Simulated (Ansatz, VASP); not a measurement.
**Zr in VASP and in Ansatz**

File INCAR:

```
SYSTEM = Zr
PREC = Accurate
ENCUT = 520
EDIFF = 1E-7
ISMEAR = -1
SIGMA = 0.1
LREAL = .FALSE.
LASPH = .TRUE.
NELM = 80
ALGO = Normal
ISIF = 2
LWAVE = .FALSE.
LCHARG = .FALSE.
NBANDS = 19
```

The input KPOINTS:

```
regular mesh
0
G
  12 12 7
  0 0 0
```

POSCAR

```
Zr
1.0
    3.1439658570      0.0000000000      0.0000000000
   -1.5719829285      2.7227543008      0.0000000000
    0.0000000000      0.0000000000      5.0894642375
Zr
2
Direct
    0.3333333333      0.6666666667      0.2500000000
    0.6666666667      0.3333333333      0.7500000000
```

Input for Ansatz:

```yaml
crystal:
  lattice:
    - [3.143965857, 0.0, 0.0]
    - [-1.5719829285, 2.7227543008, 0.0]
    - [0.0, 0.0, 5.0894642375]
  atoms:
    - { symbol: Zr, position: [0.3333333333, 0.6666666667, 0.25] }
    - { symbol: Zr, position: [0.6666666667, 0.3333333333, 0.75] }
hamiltonian:
  xc: lda
  pseudopotentials:
    kind: paw
    azcp:
      Zr: "pseudopotentials/Zr.paw.azcp"
basis:
  ecutwfc: 420
  fft_grid_basis: typed
kpoints:
  mp_grid: { grid: [12, 12, 7], shift: [0, 0, 0] }
magnetization:
  spin_polarized: false
scf:
  occupations: { method: fermi_dirac, width: 0.1 }
  lower_state_search: "off"
output:
  stress: true
```

Alike in both runs: task single point; functional LDA; k mesh 12 × 12 × 7; occupations fermi-dirac, width 0.1 eV; no spin polarisation.

```csv
,VASP,Ansatz
version,VASP 6.6.1,Ansatz 0.2.0
potentials or method,"VASP PAW LDA potentials, release 64 (Zr_sv), cutoff 520 eV","plane waves (420 eV) with PAW, scalar-relativistic"
valence electrons in the cell,24,24
```

```csv
,VASP,Ansatz,Ansatz less VASP
pressure (GPa),0.2,0.1,-0.10
"traceless stress, the component that is largest in VASP (GPa)",0.07,0.03,-0.036
```

Ansatz warns that its potentials were made for another functional, while VASP's fit it. LDA's correlation is that of Perdew and Zunger in VASP and of Perdew and Wang (1992) in Ansatz.
